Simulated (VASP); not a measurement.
A run of VASP 6.6.1:

Contents of INCAR:

```
PREC     = Accurate       # precision mode
ENCUT    = 520            # plane-wave cutoff, eV
EDIFF    = 1E-6           # SCF threshold, eV
ISMEAR   = -1             # smearing method
SIGMA    = 0.05           # smearing width, eV
LREAL    = False          # projectors in reciprocal space
LASPH    = True           # aspherical terms in the spheres
NELM     = 80             # most SCF steps
ALGO     = Normal         # electronic algorithm
ISIF     = 2              # what is computed and relaxed
LWAVE    = False          # write WAVECAR
LCHARG   = False          # write CHGCAR
GGA      = CA             # functional
NBANDS   = 20             # bands
```

KPOINTS

```
Automatic mesh
0
Gamma
  11 11 11
```

The input POSCAR:

```
Tl
1.0
    0.0000000000      3.3697060930      3.3697060930
    3.3697060930      0.0000000000      3.3697060930
    3.3697060930      3.3697060930      0.0000000000
Tl
2
Direct
   -0.1250000000     -0.1250000000     -0.1250000000
    0.1250000000      0.1250000000      0.1250000000
```

Potentials or basis: VASP PAW LDA potentials, release 64 (Tl_d).

Command:

```console
$ cat potpaw_LDA.64/Tl_d/POTCAR > POTCAR
$ mpirun -np 1 vasp_std > vasp.out
```

Hardware: 1 thread of AMD EPYC 7R13 Processor (Zen 3), with other jobs on the host.

Task: Estimate the wall time of this run.

Result: Run time: 60 s on 1 thread of AMD EPYC 7R13 Processor (Zen 3), with other jobs on the host, peak memory 0.18 GiB. Counts: scf iterations 11, k points 56.
